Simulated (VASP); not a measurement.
# As (Cmcm) in VASP: notebook, part 2 of 2

VASP 6.6.1.

## (3) Single point, PBE

File INCAR:

```
PREC     = Accurate       # precision mode
ENCUT    = 600            # plane-wave cutoff, eV
EDIFF    = 1E-6           # SCF threshold, eV
ISMEAR   = 0              # smearing method
SIGMA    = 0.1            # smearing width, eV
LREAL    = False          # projectors in reciprocal space
LASPH    = True           # aspherical terms in the spheres
NELM     = 120            # most SCF steps
ALGO     = Normal         # electronic algorithm
ISIF     = 2              # what is computed and relaxed
LWAVE    = False          # write WAVECAR
LCHARG   = False          # write CHGCAR
GGA      = PE             # functional
NBANDS   = 22             # bands
GGA_COMPAT= False
```

File KPOINTS:

```
regular mesh
0
Gamma
  20 20 18
```

File POSCAR:

```
As
1.0
    1.4249256349     -4.3493827188      0.0000000000
    1.4249256349      4.3493827188      0.0000000000
    0.0000000000      0.0000000000      3.6944596864
As
2
Direct
    0.9038929154      0.0961070846      0.2500000000
    0.0961070846      0.9038929154      0.7500000000
```

Potentials or basis: VASP PAW PBE potentials, release 64 (As_d).

The run is started by

```bash
$ cat potpaw_PBE.64/As_d/POTCAR > POTCAR
$ mpirun -np 1 vasp_std > vasp.out
```

OUTCAR:

```text
PREC = Accurate
   ENCUT = 600
   EDIFF = 1E-6
   ISMEAR = 0
   LREAL = False
   LASPH = True
   NELM = 120
   ISIF = 2
   GGA = PE

 ion  position               nearest neighbor table
   1  0.904  0.096  0.250-   2 2.49   2 2.49
   2  0.096  0.904  0.750-   1 2.49   1 2.49

  LATTYP: Found a base centered orthorhombic cell.
 ALAT       =     2.8498512698
 B/A-ratio  =     3.0523576896
 C/A-ratio  =     1.2963692967

  Lattice vectors:

 A1 = (   1.4249256349,  -4.3493827188,   0.0000000000)
 A2 = (   1.4249256349,   4.3493827188,   0.0000000000)
 A3 = (   0.0000000000,   0.0000000000,   3.6944596864)

Analysis of symmetry for initial positions (statically):
=====================================================================
 Subroutine PRICEL returns:
 Original cell was already a primitive cell.

 Routine SETGRP: Setting up the symmetry group for a
 base centered orthorhombic supercell.

 Subroutine GETGRP returns: Found  8 space group operations
 (whereof  4 operations were pure point group operations)
 out of a pool of  8 trial point group operations.

The static configuration has the point symmetry C_2h.
 The point group associated with its full space group is D_2h.

Analysis of symmetry for dynamics (positions and initial velocities):
=====================================================================
 Subroutine PRICEL returns:
 Original cell was already a primitive cell.

 Routine SETGRP: Setting up the symmetry group for a
 base centered orthorhombic supercell.

 Subroutine GETGRP returns: Found  8 space group operations
 (whereof  4 operations were pure point group operations)
 out of a pool of  8 trial point group operations.

The dynamic configuration has the point symmetry C_2h.
 The point group associated with its full space group is D_2h.

 Subroutine INISYM returns: Found  8 space group operations
 (whereof  4 operations are pure point group operations),
 and found     1 'primitive' translations

----------------------------------------------------------------------------------------

                                     Primitive cell

  volume of cell :      45.7932

  direct lattice vectors                    reciprocal lattice vectors
     1.424925635 -4.349382719  0.000000000     0.350895505 -0.114958842  0.000000000
     1.424925635  4.349382719  0.000000000     0.350895505  0.114958842  0.000000000
     0.000000000  0.000000000  3.694459686     0.000000000  0.000000000  0.270675575

  length of vectors
     4.576848599  4.576848599  3.694459686     0.369246788  0.369246788  0.270675575

  position of ions in fractional coordinates (direct lattice)
     0.903892915  0.096107085  0.250000000
     0.096107085  0.903892915  0.750000000

  ion indices of the primitive-cell ions
   primitive index   ion index
                 1           1
                 2           2

----------------------------------------------------------------------------------------

 KPOINTS: regular mesh

Automatic generation of k-mesh.
 Grid dimensions read from file:
 generate k-points for:   20   20   18

 Generating k-lattice:

  Cartesian coordinates                     Fractional coordinates (reciprocal lattice)
     0.017544775 -0.005747942  0.000000000     0.050000000  0.000000000  0.000000000
     0.017544775  0.005747942  0.000000000     0.000000000  0.050000000  0.000000000
     0.000000000  0.000000000  0.015037532     0.000000000  0.000000000  0.055555556

  Length of vectors
     0.018462339  0.018462339  0.015037532

  Shift w.r.t. Gamma in fractional coordinates (k-lattice)
     0.000000000  0.000000000  0.000000000

 Subroutine IBZKPT returns following result:
 ===========================================

 Found   1110 irreducible k-points:

 Following reciprocal coordinates:
            Coordinates               Weight
  0.000000  0.000000  0.000000      1.000000
  0.050000  0.000000  0.000000      4.000000
  0.100000 -0.000000  0.000000      4.000000
  0.150000  0.000000  0.000000      4.000000
  0.200000 -0.000000  0.000000      4.000000
  0.250000  0.000000  0.000000      4.000000
[... 16 lines left out ...]
 -0.400000  0.050000  0.000000      4.000000
 -0.350000  0.050000  0.000000      4.000000
 [... further k-points ...]
   k-points           NKPTS =   1110   k-points in BZ     NKDIM =   1110   number of bands    NBANDS=     22
   number of dos      NEDOS =    301   number of ions     NIONS =      2
   total plane-waves  NPLWV =  48000
   dimension x,y,z NGX =    40 NGY =   40 NGZ =   30
   dimension x,y,z NGXF=    80 NGYF=   80 NGZF=   60
   ions per type =               2
   NGX,Y,Z   is equivalent  to a cutoff of  14.53, 14.53, 13.50 a.u.
   NGXF,Y,Z  is equivalent  to a cutoff of  29.06, 29.06, 27.00 a.u.
 SYSTEM =  unknown system
   PREC   = accura    normal or accurate (medium, high low for compatibility)
   ISTART =      0    job   : 0-new  1-cont  2-samecut
   ICHARG =      2    charge: 1-file 2-atom 10-const
   ISPIN  =      1    spin polarized calculation?
   LNONCOLLINEAR =      F non collinear calculations
   LSORBIT =      F    spin-orbit coupling
   LASPH  =      T    aspherical Exc in radial PAW
   ENCUT  =  600.0 eV  44.10 Ry    6.64 a.u.   9.14  9.14  7.38*2*pi/ulx,y,z
   NELM   =    120;   NELMIN=  2; NELMDL= -5     # of ELM steps
   EDIFF  = 0.1E-05   stopping-criterion for ELM
   LREAL  =      F    real-space projection
   EDIFFG = 0.1E-04   stopping-criterion for IOM
   NSW    =      0    number of steps for IOM
   IBRION =     -1    ionic relax: 0-MD 1-quasi-New 2-CG
   NFREE  =      0    steps in history (QN), initial steepest desc. (CG)
   ISIF   =      2    stress and relaxation
   ISYM   =      2    0-nonsym 1-usesym 2-fastsym
   POTIM  = 0.5000    time-step for ionic-motion
   TEBEG  =    0.0;   TEEND  =   0.0 temperature during run
   PSTRESS=    0.0 pullay stress
   NELECT =      30.0000    total number of electrons
   NUPDOWN=      -1.0000    fix difference up-down
   EMIN   =  10.00;   EMAX   =-10.00  energy-range for DOS
   EFERMI =   0.00;   METHOD = LEGACY
   ISMEAR =     0;   SIGMA  =   0.10  broadening in eV -4-tet -1-fermi 0-gaus
   EFERMI_NEDOS =   21; number of points for ismear=-14 and -15
   IALGO  =     38    algorithm
   IMIX   =      4    mixing-type and parameters
     AMIX     =   0.40;   BMIX     =  1.00
     AMIX_MAG =   1.60;   BMIX_MAG =  1.00
  volume/ion in A,a.u.               =      22.90       154.51
  Fermi-wavevector in a.u.,A,eV,Ry     =   1.421832  2.686873 27.505629  2.021607
  Thomas-Fermi vector in A             =   2.542600
   LORBIT       =      0    0 simple, 1 ext, 2 COOP (PROOUT), +10 PAW based schemes
   GGA     = PE    functional components
   LHFCALC =     F    Hartree Fock is set to
   AEXX    =    0.0000 exact exchange contribution
   IVDW    =     0    specifies the selected vdW correction
   LEPSILON=     F    determine dielectric tensor
   LRPA    =     F    only Hartree local field effects (RPA)
 non-spin polarized calculation
 Gauss-broadening in eV      SIGMA  =   0.10
  energy-cutoff  :      600.00
  volume of cell :       45.79
 maximum number of plane-waves:      1556
 NGX is ok and might be reduce to    40
   NGX = 19   NGY = 19   NGZ = 15

 number of electron      30.0000008 magnetization

 Free energy of the ion-electron system (eV)
  ---------------------------------------------------
  ext. energy  EPLUGINS =         0.00000000
  ---------------------------------------------------
  free energy    TOTEN  =        -9.14003985 eV

  energy without entropy =       -9.13672399  energy(sigma->0) =       -9.13838192

 E-fermi :   2.9509     XC(G=0): -10.3450

 val. band max:        2.9491703824   @ k =   0.4000   0.3000   0.0556
 cond. band min:       2.9562255262   @ k =   0.4000   0.4000   0.0000
 fundamental gap:      0.0070551437
 Fermi energy:         2.9509190722

 k-point     1 :       0.0000    0.0000    0.0000
  band No.  band energies     occupation
      1     -32.9799      2.00000
      2     -32.9761      2.00000
      3     -32.9347      2.00000
      4     -32.9255      2.00000
      5     -32.9127      2.00000
      6     -32.9006      2.00000
[... 14 lines left out ...]
     21      12.2897      0.00000
     22      12.4052      0.00000
[... 552 lines left out ...]
  band No.  band energies     occupation
      1     -32.9770      2.00000
      2     -32.9418      2.00000
      3     -32.9379      2.00000
      4     -32.9290      2.00000
      5     -32.9133      2.00000
      6     -32.9034      2.00000
[... 14 lines left out ...]
     21      12.6687      0.00000
     22      13.7817      0.00000

 [... further k-points ...]

------------------------ aborting loop because EDIFF is reached ----------------------------------------

  FORCE on cell =-STRESS in cart. coord.  units (eV):
  Direction    XX          YY          ZZ          XY          YZ          ZX
  --------------------------------------------------------------------------------------
  -------------------------------------------------------------------------------------
  Total        0.0188356      0.0165671      0.0154764      0.0000000      0.0000000      0.0000000
  in kB        0.6590063      0.5796374      0.5414772      0.0000000      0.0000000      0.0000000
  external PRESSURE =       0.5933736 kB  Pullay stress =       0.0000000 kB

 VOLUME and BASIS-vectors are now :
 -----------------------------------------------------------------------------
  energy-cutoff  :      600.00
  volume of cell :       45.79
      direct lattice vectors                 reciprocal lattice vectors
     1.424925635 -4.349382719  0.000000000     0.350895505 -0.114958842  0.000000000
     1.424925635  4.349382719  0.000000000     0.350895505  0.114958842  0.000000000
     0.000000000  0.000000000  3.694459686     0.000000000  0.000000000  0.270675575

 POSITION                                       TOTAL-FORCE (eV/Angst)
 -----------------------------------------------------------------------------------
      1.42493     -3.51337      0.92361         0.000000      0.011231      0.000000
      1.42493      3.51337      2.77084         0.000000     -0.011231     -0.000000
 -----------------------------------------------------------------------------------
    total drift:                                0.000000      0.000000      0.000000

  FREE ENERGIE OF THE ION-ELECTRON SYSTEM (eV)
  ---------------------------------------------------
  free  energy   TOTEN  =        -9.1400398523 eV

  energy  without entropy=       -9.1367239887  energy(sigma->0) =       -9.13838192
```

Run time: 16 min. Hardware: 1 thread of Intel Xeon Platinum 8259CL at 2.50GHz (Skylake/Cascade Lake), shared host; peak memory 1.1 GiB.

Results:

* Free energy: -9.1400 eV
* Pressure: 0.1 GPa
* Largest force: 0.011 eV/Å
* Band gap on the k mesh: zero (bands 15 and 16 overlap by 7.77 eV)

Forces in eV/Å, atoms in the order of the input:
```
As   0.000  0.011  0.000
As   0.000 -0.011  0.000
```
